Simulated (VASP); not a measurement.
# SiNi2 (P6_3/mmc) in VASP: a series of runs, part 2 of 2

VASP 6.6.1.

**4. Relaxation of cell and atoms, PBEsol, target pressure 15 GPa, at which the enthalpy is minimised**

This run uses another cell than the first one, of 10.01 Å³/atom.

File INCAR:

```
SYSTEM = SiNi2
PREC     = Accurate       ! precision mode
ENCUT    = 600            ! plane-wave cutoff, eV
EDIFF    = 1E-7           ! SCF threshold, eV
ISMEAR   = 0              ! smearing method
SIGMA    = 0.1            ! smearing width, eV
LREAL    = .False.        ! projectors in reciprocal space
LASPH    = .True.         ! aspherical terms in the spheres
NELM     = 80             ! most SCF steps
ALGO     = Fast           ! electronic algorithm
ISIF     = 3              ! what is computed and relaxed
LWAVE    = .False.        ! write WAVECAR
LCHARG   = .False.        ! write CHGCAR
GGA      = PS             ! functional
IBRION   = 2              ! ionic algorithm
NSW      = 70             ! ionic steps
EDIFFG   = -0.008         ! ionic threshold
PSTRESS  = 150.0
```

File KPOINTS:

```
Automatic mesh
0
Gamma
  12 12 8
  0 0 0
```

File POSCAR:

```
SiNi2
1.0
    3.7977058955      0.0000000000      0.0000000000
   -1.8988529477      3.2889097816      0.0000000000
    0.0000000000      0.0000000000      4.8079901329
Si Ni
2 4
Direct
    0.3333333333      0.6666666667      0.7500000000
    0.6666666667      0.3333333333      0.2500000000
    0.0000000000      0.0000000000      0.0000000000
    0.0000000000      0.0000000000      0.5000000000
    0.3333333333      0.6666666667      0.2500000000
    0.6666666667      0.3333333333      0.7500000000
```

Potentials or basis: VASP PAW PBE potentials, release 64 (Si, Ni).

Command:

```console
cat potpaw_PBE.64/Si/POTCAR potpaw_PBE.64/Ni/POTCAR > POTCAR
mpirun -np 1 vasp_std > vasp.out
```

OUTCAR:

```text
SYSTEM = SiNi2
   PREC = Accurate
   ENCUT = 600
   EDIFF = 1E-7
   ISMEAR = 0
   LREAL = .False.
   LASPH = .True.
   NELM = 80
   ISIF = 3
   GGA = PS
   IBRION = 2
   NSW = 70
   EDIFFG = -0.008
   PSTRESS = 150.0

 ion  position               nearest neighbor table
   1  0.333  0.667  0.750-   6 2.19   6 2.19   6 2.19   5 2.40   5 2.40   3 2.50   4 2.50   4 2.50
                             3 2.50   4 2.50   3 2.50
   2  0.667  0.333  0.250-   5 2.19   5 2.19   5 2.19   6 2.40   6 2.40   3 2.50   4 2.50   3 2.50
                             4 2.50   3 2.50   4 2.50
   3  0.000  0.000  0.000-   4 2.40   4 2.40   1 2.50   5 2.50   6 2.50   2 2.50   1 2.50   5 2.50
                             2 2.50   6 2.50   2 2.50   6 2.50   1 2.50   5 2.50
   4  0.000  0.000  0.500-   3 2.40   3 2.40   1 2.50   5 2.50   6 2.50   2 2.50   1 2.50   5 2.50
                             2 2.50   6 2.50   2 2.50   6 2.50   1 2.50   5 2.50
   5  0.333  0.667  0.250-   2 2.19   2 2.19   2 2.19   1 2.40   1 2.40   3 2.50   4 2.50   4 2.50
                             3 2.50   4 2.50   3 2.50
   6  0.667  0.333  0.750-   1 2.19   1 2.19   1 2.19   2 2.40   2 2.40   3 2.50   4 2.50   3 2.50
                             4 2.50   3 2.50   4 2.50

  LATTYP: Found a hexagonal cell.
 ALAT       =     3.7977058955
 C/A-ratio  =     1.2660248753

  Lattice vectors:

 A1 = (   3.7977058955,   0.0000000000,   0.0000000000)
 A2 = (  -1.8988529477,   3.2889097816,   0.0000000000)
 A3 = (   0.0000000000,   0.0000000000,   4.8079901329)

Analysis of symmetry for initial positions (statically):
=====================================================================
 Subroutine PRICEL returns:
 Original cell was already a primitive cell.

 Routine SETGRP: Setting up the symmetry group for a
 hexagonal supercell.

 Subroutine GETGRP returns: Found 24 space group operations
[... 144 lines left out ...]
   IALGO  =     68    algorithm
   IMIX   =      4    mixing-type and parameters
     AMIX     =   0.40;   BMIX     =  1.00
     AMIX_MAG =   1.60;   BMIX_MAG =  1.00
  volume/ion in A,a.u.               =      10.01        67.54
  Fermi-wavevector in a.u.,A,eV,Ry     =   1.519298  2.871057 31.405870  2.308266
  Thomas-Fermi vector in A             =   2.628303
   LORBIT       =      0    0 simple, 1 ext, 2 COOP (PROOUT), +10 PAW based schemes
   GGA     = PS    functional components
   LHFCALC =     F    Hartree Fock is set to
   AEXX    =    0.0000 exact exchange contribution
   IVDW    =     0    specifies the selected vdW correction
   LEPSILON=     F    determine dielectric tensor
   LRPA    =     F    only Hartree local field effects (RPA)
 conjugate gradient relaxation of ions
 non-spin polarized calculation
 RMM-DIIS sequential band-by-band and
 Gauss-broadening in eV      SIGMA  =   0.10
  energy-cutoff  :      600.00
  volume of cell :       60.05
 maximum number of plane-waves:      2036
   NGX = 15   NGY = 15   NGZ = 19

--------------------------------------- Ionic step        1  -------------------------------------------

 number of electron      48.0000006 magnetization

 Free energy of the ion-electron system (eV)
  ---------------------------------------------------
  ext. energy  EPLUGINS =         0.00000000
  ---------------------------------------------------
  free energy    TOTEN  =       -39.38866022 eV

  energy without entropy =      -39.37248392  energy(sigma->0) =      -39.38057207

------------------------ aborting loop because EDIFF is reached ----------------------------------------

  FORCE on cell =-STRESS in cart. coord.  units (eV):
  Direction    XX          YY          ZZ          XY          YZ          ZX
  --------------------------------------------------------------------------------------
  -------------------------------------------------------------------------------------
  Total        5.9776802      5.9776802      5.5170534      0.0000000     -0.0000000      0.0000000
  in kB      159.4800651    159.4800651    147.1908848      0.0000000     -0.0000000      0.0000000
  external PRESSURE =       5.3836717 kB  Pullay stress =     150.0000000 kB
[... 155 lines left out ...]
--------------------------------------- Ionic step        5  -------------------------------------------

 number of electron      48.0000000 magnetization

 Free energy of the ion-electron system (eV)
  ---------------------------------------------------
  ext. energy  EPLUGINS =         0.00000000
  ---------------------------------------------------
  free energy    TOTEN  =       -39.39824924 eV

  energy without entropy =      -39.38203377  energy(sigma->0) =      -39.39014151

 E-fermi :  12.3361     XC(G=0): -13.5334

 val. band max:       12.3180605412   @ k =   0.3333  -0.0000   0.2500
 cond. band min:      12.3453750500   @ k =   0.3333   0.3333   0.2500
 fundamental gap:      0.0273145087
 Fermi energy:        12.3361424220

 k-point     1 :       0.0000    0.0000    0.0000
  band No.  band energies     occupation
      1      -0.9724      2.00000
      2       3.8231      2.00000
      3       5.3860      2.00000
      4       6.7440      2.00000
      5       6.7440      2.00000
      6       8.0083      2.00000
[... 733 lines left out ...]
     27      15.2357      0.00000
     28      15.7279      0.00000

 [... further k-points ...]
[... 5 lines left out ...]
  --------------------------------------------------------------------------------------
  -------------------------------------------------------------------------------------
  Total        5.6314997      5.6314997      5.6320353      0.0000000      0.0000000      0.0000000
  in kB      150.0060533    150.0060533    150.0203184      0.0000000      0.0000000      0.0000000
  external PRESSURE =       0.0108083 kB  Pullay stress =     150.0000000 kB
[... 25 lines left out ...]
  energy  without entropy=      -39.3820337709  energy(sigma->0) =      -39.39014151

  enthalpy is  TOTEN    =       -33.7669767473 eV   P V=        5.6312724926

 reached required accuracy - stopping structural energy minimisation
```

OSZICAR:

```text
N       E                     dE             d eps       ncg     rms          rms(c)
DAV:   1     0.347528936643E+03    0.34753E+03   -0.23721E+04  5344   0.251E+03
DAV:   2    -0.154927434023E+02   -0.36302E+03   -0.35314E+03  5320   0.453E+02
DAV:   3    -0.441199165228E+02   -0.28627E+02   -0.26948E+02  5660   0.157E+02
[... 57 lines left out ...]
RMM:   3    -0.393982595545E+02    0.38755E-04   -0.21314E-04  5320   0.197E-01    0.274E-02
RMM:   4    -0.393982590752E+02    0.47925E-06   -0.42818E-05  5320   0.689E-02    0.310E-02
RMM:   5    -0.393982489233E+02    0.10152E-04   -0.24782E-05  5320   0.558E-02    0.327E-03
RMM:   6    -0.393982491535E+02   -0.23025E-06   -0.37104E-06  5427   0.144E-02    0.205E-03
RMM:   7    -0.393982492398E+02   -0.86317E-07   -0.84430E-07  4838   0.761E-03
   5 F= -.33766977E+02 E0= -.33758869E+02  d E =-.119991E-03
```

CONTCAR:

```text
SiNi2
   1.00000000000000
     3.8038610206998200    0.0000000000036085   -0.0000000000000000
    -1.9019305102967041    3.2942402763840897    0.0000000000000000
     0.0000000000000000   -0.0000000000000000    4.8000521151422806
  Si              Ni
     2     4
Direct
     0.3333333332999970    0.6666666667000030    0.7500000000000000
     0.6666666667000030    0.3333333332999970    0.2500000000000000
     0.0000000000000000    0.0000000000000000    0.0000000000000000
     0.0000000000000000    0.0000000000000000    0.5000000000000000
     0.3333333332999970    0.6666666667000030    0.2500000000000000
     0.6666666667000030    0.3333333332999970    0.7500000000000000

  0.00000000E+00  0.00000000E+00  0.00000000E+00
  0.00000000E+00  0.00000000E+00  0.00000000E+00
  0.00000000E+00  0.00000000E+00  0.00000000E+00
  0.00000000E+00  0.00000000E+00  0.00000000E+00
  0.00000000E+00  0.00000000E+00  0.00000000E+00
  0.00000000E+00  0.00000000E+00  0.00000000E+00
```

Wall time 26 min (1 thread of Intel Xeon 8259CL, shared host); peak memory 0.31 GiB.

What came out:

| Property | Result |
| --- | --- |
| Free energy | -39.3982 eV |
| Relaxed volume | 10.02 Å³/atom |
| Relaxed cell | a = 3.804 Å, b = 3.804 Å, c = 4.800 Å, α = 90.00°, β = 90.00°, γ = 120.00° |
| Space group after relaxing (to 0.1 Å) | P6_3/mmc (No. 194) |
| Energy change on relaxing (the run minimises the enthalpy) | -1.6 meV/atom |
| Ionic steps | 5 |
| Pressure after relaxing | 15.0 GPa |
| Band gap on the k mesh | zero (bands 24 and 25 overlap by 3.62 eV) |

The path:
```csv
step,energy change (eV),largest force (eV/Å),pressure (GPa),volume (Å³)
1,0.0000,0.0000,15.54,60.05
2,-0.0274,0.0000,14.01,60.35
3,-0.0146,0.0000,14.77,60.20
4,-0.0079,0.0000,15.08,60.13
5,-0.0096,0.0000,15.00,60.15
```

Final structure:
```
Si Ni
1.0
     3.80386    0.00000    0.00000
    -1.90193    3.29424    0.00000
     0.00000    0.00000    4.80005
Si Ni
2 4
Direct
  0.33333 0.66667 0.75000
  0.66667 0.33333 0.25000
  0.00000 0.00000 0.00000
  0.00000 0.00000 0.50000
  0.33333 0.66667 0.25000
  0.66667 0.33333 0.75000
```

Levels at points of the mesh, in eV from the Fermi level:
| k point | band 21 | band 22 | band 23 | band 24 | band 25 | band 26 | band 27 | band 28 |
| --- | --- | --- | --- | --- | --- | --- | --- | --- |
| (0.00, 0.00, 0.00) | -0.70 | -0.70 | 0.18 | 2.77 | 2.77 | 2.98 | 3.02 | 3.02 |
| (0.50, 0.00, 0.00) | -1.47 | -1.35 | -1.13 | -0.76 | -0.60 | 1.44 | 1.97 | 3.18 |
| (0.00, 0.00, 0.50) | -1.39 | -1.39 | 2.50 | 2.50 | 3.46 | 3.46 | 3.46 | 3.46 |
| (0.50, 0.00, 0.50) | -1.41 | -1.41 | -1.00 | -1.00 | 1.02 | 1.02 | 3.16 | 3.16 |

Caveat: the cell is relaxed towards a set pressure, so the run minimises the enthalpy, not the energy; the PAW data sets were made with another functional, which shifts forces and pressure a little.

**5. Relaxation of shape and atoms at fixed volume, PBEsol (11.68 Å³/atom)**

This run uses another cell than the first one, of 11.68 Å³/atom.

File INCAR:

```
SYSTEM = SiNi2
ALGO = Fast ; EDIFF = 1E-6
EDIFFG = -0.01 ; ENCUT = 600
GGA = PS ; IBRION = 2
ISIF = 4 ; ISMEAR = 0
LASPH = .True. ; LCHARG = .False.
LREAL = .False. ; LWAVE = .False.
NELM = 100 ; NSW = 50
PREC = Accurate ; SIGMA = 0.1
```

File KPOINTS:

```
k-points
0
Gamma
  12 12 8
  0 0 0
```

Edit POSCAR of step 4 so:

```diff
@@ -2,5 +2,5 @@
 1.0
-    3.7977058955      0.0000000000      0.0000000000
-   -1.8988529477      3.2889097816      0.0000000000
-    0.0000000000      0.0000000000      4.8079901329
+    3.9823024971      0.0000000000      0.0000000000
+   -1.9911512486      3.4487751280      0.0000000000
+    0.0000000000      0.0000000000      5.1038761233
 Si Ni
```

Command:

```console
cat potpaw_PBE.64/Si/POTCAR potpaw_PBE.64/Ni/POTCAR > POTCAR
mpirun -np 1 vasp_std > vasp.out
```

Wall time 6.8 min (1 thread of Intel Xeon 8259CL, shared host); peak memory 0.34 GiB.

Results (log left out):

| Quantity | Value |
| --- | --- |
| Free energy | -39.1942 eV |
| Energy gained by relaxing | 0.1 meV/atom |
| Ionic steps | 3 |
| Pressure after relaxing | -16.9 GPa |
| Band gap on the k mesh | zero (bands 24 and 25 overlap by 3.00 eV) |

Step by step:
| step | energy change (eV) | largest force (eV/Å) | pressure (GPa) | volume (Å³) |
| --- | --- | --- | --- | --- |
| 1 | 0.0000 | 0.0000 | -17.21 | 70.10 |
| 2 | -0.0007 | 0.0000 | -17.07 | 70.10 |
| 3 | -0.0008 | 0.0000 | -16.93 | 70.10 |

Final structure:
```
Si Ni
1.0
     3.97522    0.00000    0.00000
    -1.98761    3.44264    0.00000
     0.00000    0.00000    5.12207
Si Ni
2 4
Direct
  0.33333 0.66667 0.75000
  0.66667 0.33333 0.25000
  0.00000 0.00000 0.00000
  0.00000 0.00000 0.50000
  0.33333 0.66667 0.25000
  0.66667 0.33333 0.75000
```

Levels at points of the mesh, in eV from the Fermi level:
| k point | band 20 | band 21 | band 22 | band 23 | band 24 | band 25 | band 26 | band 27 | band 28 |
| --- | --- | --- | --- | --- | --- | --- | --- | --- | --- |
| (0.00, 0.00, 0.00) | -1.14 | -0.56 | -0.56 | 0.07 | 2.42 | 2.68 | 2.71 | 2.71 | 3.10 |
| (0.50, 0.00, 0.00) | -1.35 | -1.23 | -1.09 | -0.90 | -0.62 | -0.52 | 0.88 | 1.71 | 2.77 |
| (0.00, 0.00, 0.50) | -1.12 | -1.12 | -1.12 | 1.79 | 1.79 | 3.10 | 3.10 | 3.10 | 3.10 |
| (0.50, 0.00, 0.50) | -1.50 | -1.14 | -1.14 | -0.84 | -0.84 | 0.89 | 0.89 | 2.63 | 2.63 |

Caveat: the PAW data sets were made with another functional, which shifts forces and pressure a little.

**6. Single point, PBEsol**

This run uses another cell than the first one: it holds 12 atoms, not 6.

File INCAR:

```
  ALGO = Fast
  EDIFF = 1E-7
  ENCUT = 520
  GGA = PS
  ISIF = 2
  ISMEAR = 0
  LASPH = T
  LCHARG = T
  LELF = T
  LREAL = F
  LVHAR = T
  LWAVE = F
  NBANDS = 60
  NELM = 100
  PREC = Accurate
  SIGMA = 0.15
```

File KPOINTS:

```
k-points
0
Gamma
  14 14 5
```

File POSCAR:

```
SiNi2
1.0
   -3.8684636248      0.0000000000      0.0000000000
   -1.9342318124     -3.3501877727      0.0000000000
    0.0000000000      0.0000000000      9.8339705588
Si Ni
4 8
Direct
    0.3333333333      0.3333333333      0.3750000000
    0.3333333333      0.3333333333      0.8750000000
    0.6666666667      0.6666666667      0.1250000000
    0.6666666667      0.6666666667      0.6250000000
    0.0000000000      0.0000000000      0.5000000000
    0.0000000000      0.0000000000      0.0000000000
    0.0000000000      1.0000000000      0.2500000000
    0.0000000000      1.0000000000      0.7500000000
    0.3333333333      0.3333333333      0.1250000000
    0.3333333333      0.3333333333      0.6250000000
    0.6666666667      0.6666666667      0.3750000000
    0.6666666667      0.6666666667      0.8750000000
```

Potentials or basis: VASP PAW PBE potentials, release 64 (Si, Ni).

Command:

```console
cat potpaw_PBE.64/Si/POTCAR potpaw_PBE.64/Ni/POTCAR > POTCAR
mpirun -np 1 vasp_std > vasp.out
```

Run time: 17 min. Hardware: 1 thread of Oxide Virtual Turin-like, shared host; peak memory 0.48 GiB.

It converged, with:

```yaml
Free_energy: -79.1447 eV
Pressure: 0.2 GPa
Band_gap_on_the_k_mesh: zero (bands 48 and 49 overlap by 3.38 eV)
```

Stress tensor (GPa, compression positive):
```
0.31 0.00 0.00
0.00 0.31 0.00
0.00 0.00 0.06
```

Levels at points of the mesh, in eV from the Fermi level:
```tsv
k point	band 46	band 47	band 48	band 49	band 50	band 51	band 52	band 53
(0.00, 0.00, 0.00)	2.23	2.23	2.75	2.75	2.76	2.88	2.88	3.31
(0.50, 0.00, 0.00)	-0.93	-0.93	-0.71	-0.57	0.97	0.97	1.22	1.87
```

Caveat: the PAW data sets were made with another functional, which shifts forces and pressure a little.

**7. Overview**

```tsv
task	cell	k mesh	cutoff (eV)	smearing	gap on the mesh (eV)	pressure (GPa)
relaxation of cell and atoms	relaxed to 60 GPa from a = 3.653, b = 3.653, c = 4.594 Å, angles 90.0, 90.0, 120.0°, 6 atoms, atomic positions A	12 × 12 × 8	600	gaussian 0.1 eV	none	59.9
relaxation of cell and atoms	relaxed to 30 GPa from a = 3.741, b = 3.741, c = 4.724 Å, angles 90.0, 90.0, 120.0°, 6 atoms, atomic positions A	12 × 12 × 8	600	gaussian 0.1 eV	none	29.9
relaxation of cell and atoms	relaxed to 15 GPa from a = 3.798, b = 3.798, c = 4.808 Å, angles 90.0, 90.0, 120.0°, 6 atoms, atomic positions A	12 × 12 × 8	600	gaussian 0.1 eV	none	15.0
relaxation of shape and atoms at fixed volume	relaxed from a = 3.982, b = 3.982, c = 5.104 Å, angles 90.0, 90.0, 120.0°, 6 atoms, atomic positions A	12 × 12 × 8	600	gaussian 0.1 eV	none	-16.9
single point	a = 3.868, b = 3.868, c = 9.834 Å, angles 90.0, 90.0, 60.0°, 12 atoms, atomic positions B	14 × 14 × 5	520	gaussian 0.15 eV	none	0.2
```

Alike in all rows: level PBEsol; potentials or basis VASP PAW PBE potentials, release 64 (Si, Ni); no spin polarisation.

Caveats: the PAW data sets were made with another functional, which shifts forces and pressure a little; the cell is relaxed towards a set pressure, so the run minimises the enthalpy, not the energy (at least some runs).

Absolute energies hang on the potentials; compare differences alone.

The gap in the log of VASP goes by the Fermi energy; the results here count the filled bands.